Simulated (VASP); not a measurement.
Input of a VASP 6.6.1 run:

INCAR

```
SYSTEM = Si
PREC = Accurate
ENCUT = 520
EDIFF = 1E-6
ISMEAR = 0
SIGMA = 0.1
LREAL = .FALSE.
LASPH = .TRUE.
NELM = 100
ALGO = Normal
ISIF = 2
LWAVE = .FALSE.
LCHARG = .FALSE.
GGA = PS
NBANDS = 11
```

The input KPOINTS:

```
Automatic mesh
0
G
  6 6 6
  0 0 0
```

The input POSCAR:

```
Si
1.0
    0.0000000000      2.7944333936      2.7944333936
    2.7944333936      0.0000000000      2.7944333936
    2.7944333936      2.7944333936      0.0000000000
Si
2
Direct
    0.5000000000      0.5000000000      0.5000000000
    0.7500000000      0.7500000000      0.7500000000
```

Potentials or basis: VASP PAW PBE potentials, release 64 (Si).

Launch:

```bash
$ cat potpaw_PBE.64/Si/POTCAR > POTCAR
$ mpirun -np 1 vasp_std > vasp.out
```

(1) What does it give for the band gap on the k mesh?

(2) Predict the pressure.

Answers

(1) 0.73 eV, indirect (least direct gap 2.29 eV).

(2) -6.5 GPa.

Caveat: the cell differs from its parent crystal (Sn replaced by Si, lengths x 0.879, strained); the PAW data sets were made with another functional, which shifts forces and pressure a little.
